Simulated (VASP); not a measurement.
# Sn (Im-3m) in VASP: a series of runs

Runs on Sn. Level: PBEsol. Tasks: single point, relaxation of cell and atoms.

Everything below comes from runs of VASP 6.6.1. Logs are shortened: lines on timing, memory, paths and dates and some standing lists are left out, and cuts for length are marked.

### Step 1. The cell of the first run

It takes space group Im-3m (No. 229, cubic). The conventional cell has a = 3.459 Å, b = 3.459 Å, c = 3.459 Å, α = 90.00°, β = 90.00°, γ = 90.00°. Within 3.9 Å of Sn (site symmetry m-3m) lie 14 Sn at 3.00 to 3.46 Å.

This isn't the form of Sn at room conditions, which is tetragonal (white tin).

### Step 2. Single point, PBEsol (20.69 Å³/atom)

Input file INCAR:

```
SYSTEM = Sn
  ALGO = Normal
  EDIFF = 1E-6
  ENCUT = 500
  GGA = PS
  GGA_COMPAT = .False.
  ISIF = 2
  ISMEAR = -1
  LASPH = .True.
  LCHARG = .False.
  LREAL = .False.
  LWAVE = .False.
  NBANDS = 13
  NELM = 120
  PREC = Accurate
  SIGMA = 0.05
```

Input file KPOINTS:

```
k-points
0
Gamma
  15 15 15
  0 0 0
```

Input file POSCAR:

```
Sn
1.0
   -1.7292880193      1.7292880193      1.7292880193
    1.7292880193     -1.7292880193      1.7292880193
    1.7292880193      1.7292880193     -1.7292880193
Sn
1
Direct
    0.0000000000      0.0000000000      0.0000000000
```

Potentials or basis: VASP PAW PBE potentials, release 64 (Sn_d).

Launch:

```bash
$ cat potpaw_PBE.64/Sn_d/POTCAR > POTCAR
$ mpirun -np 1 vasp_std > vasp.out
```

OUTCAR:

```text
SYSTEM = Sn
   EDIFF = 1E-6
   ENCUT = 500
   GGA = PS
   ISIF = 2
   ISMEAR = -1
   LASPH = .True.
   LREAL = .False.
   NELM = 120
   PREC = Accurate

 ion  position               nearest neighbor table
   1  0.000  0.000  0.000-

  LATTYP: Found a body centered cubic cell.
 ALAT       =     3.4585760386

  Lattice vectors:

 A1 = (  -1.7292880193,   1.7292880193,   1.7292880193)
 A2 = (   1.7292880193,  -1.7292880193,   1.7292880193)
 A3 = (   1.7292880193,   1.7292880193,  -1.7292880193)

Analysis of symmetry for initial positions (statically):
=====================================================================
 Subroutine PRICEL returns:
 Original cell was already a primitive cell.

 Routine SETGRP: Setting up the symmetry group for a
 body centered cubic supercell.

 Subroutine GETGRP returns: Found 48 space group operations
 (whereof 48 operations were pure point group operations)
 out of a pool of 48 trial point group operations.

The static configuration has the point symmetry O_h .

Analysis of symmetry for dynamics (positions and initial velocities):
=====================================================================
 Subroutine PRICEL returns:
 Original cell was already a primitive cell.

 Routine SETGRP: Setting up the symmetry group for a
 body centered cubic supercell.

 Subroutine GETGRP returns: Found 48 space group operations
 (whereof 48 operations were pure point group operations)
 out of a pool of 48 trial point group operations.

The dynamic configuration has the point symmetry O_h .

 Subroutine INISYM returns: Found 48 space group operations
 (whereof 48 operations are pure point group operations),
 and found     1 'primitive' translations

----------------------------------------------------------------------------------------

                                     Primitive cell

  volume of cell :      20.6853

  direct lattice vectors                    reciprocal lattice vectors
    -1.729288019  1.729288019  1.729288019     0.000000000  0.289136335  0.289136335
     1.729288019 -1.729288019  1.729288019     0.289136335  0.000000000  0.289136335
     1.729288019  1.729288019 -1.729288019     0.289136335  0.289136335  0.000000000

  length of vectors
     2.995214710  2.995214710  2.995214710     0.408900526  0.408900526  0.408900526

  position of ions in fractional coordinates (direct lattice)
     0.000000000  0.000000000  0.000000000

  ion indices of the primitive-cell ions
   primitive index   ion index
                 1           1

----------------------------------------------------------------------------------------

 KPOINTS: k-points

Automatic generation of k-mesh.
 Grid dimensions read from file:
 generate k-points for:   15   15   15

 Generating k-lattice:

  Cartesian coordinates                     Fractional coordinates (reciprocal lattice)
     0.000000000  0.019275756  0.019275756     0.066666667  0.000000000  0.000000000
     0.019275756  0.000000000  0.019275756     0.000000000  0.066666667  0.000000000
     0.019275756  0.019275756  0.000000000     0.000000000  0.000000000  0.066666667

  Length of vectors
     0.027260035  0.027260035  0.027260035

  Shift w.r.t. Gamma in fractional coordinates (k-lattice)
     0.000000000  0.000000000  0.000000000

 Subroutine IBZKPT returns following result:
 ===========================================

 Found    120 irreducible k-points:

 Following reciprocal coordinates:
            Coordinates               Weight
  0.000000  0.000000  0.000000      1.000000
  0.066667  0.000000  0.000000     12.000000
  0.133333  0.000000  0.000000     12.000000
  0.200000  0.000000  0.000000     12.000000
  0.266667  0.000000  0.000000     12.000000
  0.333333  0.000000  0.000000     12.000000
[... 16 lines left out ...]
  0.333333  0.200000 -0.000000     48.000000
  0.400000  0.200000  0.000000     24.000000
 [... further k-points ...]
   k-points           NKPTS =    120   k-points in BZ     NKDIM =    120   number of bands    NBANDS=     13
   number of dos      NEDOS =    301   number of ions     NIONS =      1
   total plane-waves  NPLWV =  13824
   dimension x,y,z NGX =    24 NGY =   24 NGZ =   24
   dimension x,y,z NGXF=    48 NGYF=   48 NGZF=   48
   ions per type =               1
   NGX,Y,Z   is equivalent  to a cutoff of  13.32, 13.32, 13.32 a.u.
   NGXF,Y,Z  is equivalent  to a cutoff of  26.64, 26.64, 26.64 a.u.
 SYSTEM =  Sn
   PREC   = accura    normal or accurate (medium, high low for compatibility)
   ISTART =      0    job   : 0-new  1-cont  2-samecut
   ICHARG =      2    charge: 1-file 2-atom 10-const
   ISPIN  =      1    spin polarized calculation?
   LNONCOLLINEAR =      F non collinear calculations
   LSORBIT =      F    spin-orbit coupling
   LASPH  =      T    aspherical Exc in radial PAW
   ENCUT  =  500.0 eV  36.75 Ry    6.06 a.u.   5.46  5.46  5.46*2*pi/ulx,y,z
   NELM   =    120;   NELMIN=  2; NELMDL= -5     # of ELM steps
   EDIFF  = 0.1E-05   stopping-criterion for ELM
   LREAL  =      F    real-space projection
   EDIFFG = 0.1E-04   stopping-criterion for IOM
   NSW    =      0    number of steps for IOM
   IBRION =     -1    ionic relax: 0-MD 1-quasi-New 2-CG
   NFREE  =      0    steps in history (QN), initial steepest desc. (CG)
   ISIF   =      2    stress and relaxation
   ISYM   =      2    0-nonsym 1-usesym 2-fastsym
   POTIM  = 0.5000    time-step for ionic-motion
   TEBEG  =    0.0;   TEEND  =   0.0 temperature during run
   PSTRESS=    0.0 pullay stress
   NELECT =      14.0000    total number of electrons
   NUPDOWN=      -1.0000    fix difference up-down
   EMIN   =  10.00;   EMAX   =-10.00  energy-range for DOS
   EFERMI =   0.00;   METHOD = LEGACY
   ISMEAR =    -1;   SIGMA  =   0.05  broadening in eV -4-tet -1-fermi 0-gaus
   EFERMI_NEDOS =   21; number of points for ismear=-14 and -15
   IALGO  =     38    algorithm
   IMIX   =      4    mixing-type and parameters
     AMIX     =   0.40;   BMIX     =  1.00
     AMIX_MAG =   1.60;   BMIX_MAG =  1.00
  volume/ion in A,a.u.               =      20.69       139.59
  Fermi-wavevector in a.u.,A,eV,Ry     =   1.437353  2.716204 28.109424  2.065984
  Thomas-Fermi vector in A             =   2.556440
   LORBIT       =      0    0 simple, 1 ext, 2 COOP (PROOUT), +10 PAW based schemes
   GGA     = PS    functional components
   LHFCALC =     F    Hartree Fock is set to
   AEXX    =    0.0000 exact exchange contribution
   IVDW    =     0    specifies the selected vdW correction
   LEPSILON=     F    determine dielectric tensor
   LRPA    =     F    only Hartree local field effects (RPA)
 non-spin polarized calculation
  energy-cutoff  :      500.00
  volume of cell :       20.69
 maximum number of plane-waves:       543
 NGX is ok and might be reduce to    24
   NGX = 11   NGY = 11   NGZ = 11

 number of electron      14.0000006 magnetization

 Free energy of the ion-electron system (eV)
  ---------------------------------------------------
  ext. energy  EPLUGINS =         0.00000000
  ---------------------------------------------------
  free energy    TOTEN  =        -3.92723230 eV

  energy without entropy =       -3.92414268  energy(sigma->0) =       -3.92568749

 E-fermi :  11.6339     XC(G=0): -11.8551

 val. band max:       11.5204451338   @ k =   0.2667   0.2000   0.0667
 cond. band min:      11.6534862114   @ k =  -0.3333   0.4667   0.1333
 fundamental gap:      0.1330410776
 Fermi energy:        11.6338568975

 k-point     1 :       0.0000    0.0000    0.0000
  band No.  band energies     occupation
      1     -10.0453      2.00000
      2     -10.0453      2.00000
      3     -10.0453      2.00000
      4      -9.7367      2.00000
      5      -9.7367      2.00000
      6      -1.6930      2.00000
      7      22.5513      0.00000
      8      22.5513      0.00000
      9      22.5513      0.00000
     10      24.2718      0.00000
     11      24.2718      0.00000
     12      24.2718      0.00000
     13      26.7668      0.00000

 k-point     2 :       0.0667    0.0000    0.0000
  band No.  band energies     occupation
      1     -10.0504      2.00000
      2     -10.0397      2.00000
      3     -10.0247      2.00000
      4      -9.7423      2.00000
      5      -9.7371      2.00000
      6      -1.5718      2.00000
      7      21.2476      0.00000
      8      21.9057      0.00000
      9      22.2312      0.00000
     10      23.6134      0.00000
     11      23.8631      0.00000
     12      24.1734      0.00000
     13      27.2570      0.00000

 k-point     3 :       0.1333    0.0000    0.0000
  band No.  band energies     occupation
      1     -10.0646      2.00000
      2     -10.0259      2.00000
      3      -9.9658      2.00000
      4      -9.7566      2.00000
      5      -9.7380      2.00000
      6      -1.2063      2.00000
      7      18.6163      0.00000
      8      20.6470      0.00000
      9      21.3672      0.00000
     10      23.0143      0.00000
     11      23.1383      0.00000
     12      24.3761      0.00000
     13      27.6674      0.00000
[... 305 lines left out ...]
 k-point    23 :       0.3333    0.2000   -0.0000
  band No.  band energies     occupation
      1     -10.1087      2.00000
      2      -9.9712      2.00000
      3      -9.7825      2.00000
      4      -9.7609      2.00000
      5      -9.6320      2.00000
      6       4.3286      2.00000
      7       8.1132      2.00000
      8      11.8623      0.02052
      9      16.8907      0.00000
     10      23.1323      0.00000
     11      25.8915      0.00000
     12      27.7210      0.00000
     13      28.7234      0.00000

 k-point    24 :       0.4000    0.2000    0.0000
  band No.  band energies     occupation
      1     -10.1110      2.00000
      2      -9.9696      2.00000
      3      -9.7854      2.00000
      4      -9.7525      2.00000
      5      -9.6254      2.00000
      6       5.5959      2.00000
      7       6.6412      2.00000
      8      11.7125      0.34338
      9      16.7779      0.00000
     10      23.0619      0.00000
     11      27.0198      0.00000
     12      27.3492      0.00000
     13      27.7780      0.00000

 [... further k-points ...]
[... 5 lines left out ...]
  --------------------------------------------------------------------------------------
  -------------------------------------------------------------------------------------
  Total        2.9350289      2.9350289      2.9350289     -0.0000000     -0.0000000      0.0000000
  in kB      227.3322123    227.3322123    227.3322123     -0.0000000     -0.0000000      0.0000000
  external PRESSURE =     227.3322123 kB  Pullay stress =       0.0000000 kB

 VOLUME and BASIS-vectors are now :
 -----------------------------------------------------------------------------
  energy-cutoff  :      500.00
  volume of cell :       20.69
      direct lattice vectors                 reciprocal lattice vectors
    -1.729288019  1.729288019  1.729288019     0.000000000  0.289136335  0.289136335
     1.729288019 -1.729288019  1.729288019     0.289136335  0.000000000  0.289136335
     1.729288019  1.729288019 -1.729288019     0.289136335  0.289136335  0.000000000

 POSITION                                       TOTAL-FORCE (eV/Angst)
 -----------------------------------------------------------------------------------
      0.00000      0.00000      0.00000        -0.000000     -0.000000      0.000000
 -----------------------------------------------------------------------------------
    total drift:                                0.000000      0.000000      0.000000

  FREE ENERGIE OF THE ION-ELECTRON SYSTEM (eV)
  ---------------------------------------------------
  free  energy   TOTEN  =        -3.9272322992 eV

  energy  without entropy=       -3.9241426803  energy(sigma->0) =       -3.92568749
```

It took 7.5 s on 1 thread of Intel Xeon 6975P-C (Granite Rapids), shared host; peak memory 0.15 GiB.

Results:

```yaml
Free_energy: -3.9272 eV
Pressure: 22.7 GPa
Band_gap_on_the_k_mesh: zero (bands 7 and 8 overlap by 14.30 eV)
```

Levels at points of the mesh, in eV from the Fermi level:
```csv
k point,band 5,band 6,band 7,band 8,band 9,band 10
"(0.00, 0.00, 0.00)",-21.37,-13.33,10.92,10.92,10.92,12.64
```

Caveat: the cell stands under pressure; the PAW data sets were made with another functional, which shifts forces and pressure a little; spin-orbit coupling is left out, which moves the levels of the heavy elements.

### Step 3. Single point, PBEsol

This run uses another cell than the first one, of 26.02 Å³/atom.

Input file INCAR:

```
PREC = Accurate
ENCUT = 500
EDIFF = 1E-6
ISMEAR = -1
SIGMA = 0.05
LREAL = False
LASPH = True
NELM = 120
ALGO = Normal
ISIF = 2
LWAVE = False
LCHARG = True
GGA = PS
LELF = True
LVHAR = True
NBANDS = 13
GGA_COMPAT = False
```

Input file KPOINTS:

```
regular mesh
0
Gamma
  15 15 15
```

Input file POSCAR:

```
Sn
1.0
   -1.8667161712      1.8667161712      1.8667161712
    1.8667161712     -1.8667161712      1.8667161712
    1.8667161712      1.8667161712     -1.8667161712
Sn
1
Direct
    0.0000000000      0.0000000000      0.0000000000
```

Potentials or basis: VASP PAW PBE potentials, release 64 (Sn_d).

Launch:

```bash
$ cat potpaw_PBE.64/Sn_d/POTCAR > POTCAR
$ mpirun -np 1 vasp_std > vasp.out
```

Wall time 8.1 s (1 thread of Intel Xeon 6975P-C (Granite Rapids), shared host); peak memory 0.16 GiB.

It converged, with:

```
Free energy            : -4.2309 eV
Pressure               : 0.0 GPa
Band gap on the k mesh : zero (bands 7 and 8 overlap by 10.97 eV)
```

Levels at points of the mesh, in eV from the Fermi level:
```csv
k point,band 3,band 4,band 5,band 6,band 7,band 8,band 9,band 10,band 11,band 12
"(0.00, 0.00, 0.00)",-21.48,-21.32,-21.32,-11.42,8.36,8.36,8.36,12.21,12.21,12.21
```

Caveat: the PAW data sets were made with another functional, which shifts forces and pressure a little; spin-orbit coupling is left out, which moves the levels of the heavy elements.

### Step 4. Relaxation of cell and atoms, PBEsol

This run uses another cell than the first one, of 28.00 Å³/atom.

Input file INCAR:

```
SYSTEM = Sn
  ALGO = Normal
  EDIFF = 1E-7
  EDIFFG = -0.005
  ENCUT = 500
  GGA = PS
  GGA_COMPAT = .FALSE.
  IBRION = 2
  ISIF = 3
  ISMEAR = -1
  LASPH = .TRUE.
  LCHARG = .FALSE.
  LREAL = .FALSE.
  LWAVE = .FALSE.
  NELM = 120
  NELMIN = 4
  NSW = 60
  PREC = Accurate
  SIGMA = 0.05
```

Input file KPOINTS:

```
k-points
0
G
  15 15 15
  0 0 0
```

Input file POSCAR:

```
Sn
1.0
   -1.9129311828      1.9129311828      1.9129311828
    1.9129311828     -1.9129311828      1.9129311828
    1.9129311828      1.9129311828     -1.9129311828
Sn
1
Direct
    0.0000000000      0.0000000000      0.0000000000
```

Launch:

```bash
$ cat potpaw_PBE.64/Sn_d/POTCAR > POTCAR
$ mpirun -np 1 vasp_std > vasp.out
```

It took 18 s on 1 thread of Intel Xeon 6975P-C (Granite Rapids), shared host; peak memory 0.16 GiB.

Results (log left out):

```yaml
Free_energy: -4.2317 eV
Relaxed_volume: 26.01 Å³/atom
Relaxed_cell: a = 3.233 Å, b = 3.233 Å, c = 3.233 Å, α = 109.47°, β = 109.47°, γ = 109.47°
Space_group_after_relaxing_to_0.1_Å: Im-3m (No. 229)
Energy_gained_by_relaxing: 22.6 meV/atom
Ionic_steps: 3
Pressure_after_relaxing: 0.0 GPa
Band_gap_on_the_k_mesh: zero (bands 7 and 8 overlap by 10.98 eV)
```

Step by step:
```csv
step,energy change (eV),largest force (eV/Å),pressure (GPa),volume (Å³)
1,0.0000,0.0000,-3.38,28.00
2,-0.0219,0.0000,0.74,25.67
3,-0.0226,0.0000,-0.01,26.01
```

Final structure:
```xyz
1
Lattice="-1.8664 1.8664 1.8664 1.8664 -1.8664 1.8664 1.8664 1.8664 -1.8664" Properties=species:S:1:pos:R:3 pbc="T T T"
Sn    0.0000    0.0000    0.0000
```

Levels at points of the mesh, in eV from the Fermi level:
| k point | band 4 | band 5 | band 6 | band 7 | band 8 | band 9 | band 10 | band 11 |
| --- | --- | --- | --- | --- | --- | --- | --- | --- |
| (0.00, 0.00, 0.00) | -21.32 | -21.32 | -11.43 | 8.37 | 8.37 | 8.37 | 12.21 | 12.21 |

Caveat: the PAW data sets were made with another functional, which shifts forces and pressure a little; spin-orbit coupling is left out, which moves the levels of the heavy elements.

### Step 5. Summary

```tsv
task	cell	gap on the mesh (eV)	pressure (GPa)
single point	a = 2.995 Å, angles 109.5°, 1 atom	none	22.7
single point	a = 3.233 Å, angles 109.5°, 1 atom	none	0.0
relaxation of cell and atoms	relaxed from a = 3.313 Å, angles 109.5°, 1 atom	none	0.0
```

Alike in all rows: level PBEsol; potentials or basis VASP PAW PBE potentials, release 64 (Sn_d); no spin polarisation; k mesh 15 × 15 × 15; cutoff (eV) 500; smearing fermi-dirac 0.05 eV.

Caveats: the PAW data sets were made with another functional, which shifts forces and pressure a little; spin-orbit coupling is left out, which moves the levels of the heavy elements; the cell stands under pressure (at least some runs).

Absolute energies hang on the potentials; compare differences alone.
